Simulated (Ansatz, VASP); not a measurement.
One calculation of As, two programs

File POSCAR:

```
As
1.0
    1.8815830591      1.0863324857      3.5613725952
   -1.8815830591      1.0863324857      3.5613725952
    0.0000000000     -2.1726649714      3.5613725952
As
2
Direct
    0.7738769962      0.7738769962      0.7738769962
    0.2261230038      0.2261230038      0.2261230038
```

INCAR.step1

```
SYSTEM = As
PREC = Accurate
ENCUT = 520
EDIFF = 1E-5
ISMEAR = -1
SIGMA = 0.02
LREAL = .FALSE.
LASPH = .TRUE.
NELM = 100
ALGO = Normal
ISIF = 2
LWAVE = .TRUE.
LCHARG = .FALSE.
GGA = PE
NBANDS = 12
```

File INCAR.step2:

```
SYSTEM = As
PREC = Accurate
ENCUT = 520
EDIFF = 1E-6
ISMEAR = -1
SIGMA = 0.02
LREAL = .FALSE.
LASPH = .TRUE.
NELM = 100
ALGO = Normal
ISIF = 2
LWAVE = .FALSE.
LCHARG = .FALSE.
GGA = PE
LHFCALC = .TRUE.
AEXX = 0.25
PRECFOCK = Normal
ISTART = 1
NBANDS = 12
```

Contents of KPOINTS:

```
regular mesh
0
G
  6 6 6
  0 0 0
```

Input for Ansatz:

```yaml
crystal:
  lattice:
    - [1.8815830591, 1.0863324857, 3.5613725952]
    - [-1.8815830591, 1.0863324857, 3.5613725952]
    - [0.0, -2.1726649714, 3.5613725952]
  atoms:
    - { symbol: As, position: [0.7738769962, 0.7738769962, 0.7738769962] }
    - { symbol: As, position: [0.2261230038, 0.2261230038, 0.2261230038] }
kpoints:
  mp_grid: { grid: [6, 6, 6] }
hamiltonian:
  xc: pbe0
scf:
  occupations: { method: fermi_dirac, width: 0.02 }
  n_extra_bands: 4
output:
  forces: true
  stress: true
  eigenvalues: true
```

Alike in both runs: task single point; functional PBE0; k mesh 6 × 6 × 6; occupations fermi-dirac, width 0.02 eV; no spin polarisation.

|  | VASP | Ansatz |
| --- | --- | --- |
| version | VASP 6.6.1 | Ansatz 0.2.0 |
| potentials or method | VASP PAW PBE potentials, release 64 (As) | plane waves, PAW |
| plane-wave cutoff (eV) | 520 | 420 |
| valence electrons in the cell | 10 | 30 |

```tsv
	VASP	Ansatz	Ansatz less VASP
pressure (GPa)	-0.5	-0.2	+0.35
traceless stress, the component that is largest in VASP (GPa)	-0.06	-0.10	-0.040
rms of the force components (eV/Å)	0.092	0.094	+0.0023
```

Atom by atom the forces differ by 0.002 eV/Å (rms over components). VASP's potentials hold 10 valence electrons a cell and Ansatz's 30, so a difference there can come from the potentials and not from the codes. Ansatz's warnings: filled band counts differ across k points, stress exchange threshold loose, stress scf threshold loose.
